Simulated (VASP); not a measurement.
The system is ZnSe (Stilleite).

```
Se Zn
1.0
     0.00000    2.77595    2.77595
     2.77595    0.00000    2.77595
     2.77595    2.77595    0.00000
Se Zn
1 1
Direct
  0.75000 0.75000 0.75000
  0.00000 0.00000 0.00000
```

Base run:

| Item | Value |
| --- | --- |
| Program | VASP 6.6.1 |
| Functional | PBEsol |
| Dispersion | D3(BJ) |
| Potentials or basis | VASP PAW PBE potentials, release 64 (Se, Zn) |
| Cutoff | 520 eV |
| k mesh | 8 × 8 × 8 |
| Occupations | fermi-dirac, width 0.05 eV |
| Spin | no spin polarisation |

Its results: band gap on the k mesh 1.42 eV, direct; pressure 1.2 GPa.

After a change of settings the same cell gave: band gap on the k mesh 1.55 eV, direct; pressure 4.4 GPa. Which change was it?
A. functional from PBEsol to PBE; dispersion from D3(BJ) to none
B. functional from PBEsol to BLYP
C. dispersion from D3(BJ) to none

B.

BLYP binds less tightly than PBEsol, so the same cell stands under more pressure.

Caveats: the PAW data sets were made with another functional, which shifts forces and pressure a little.
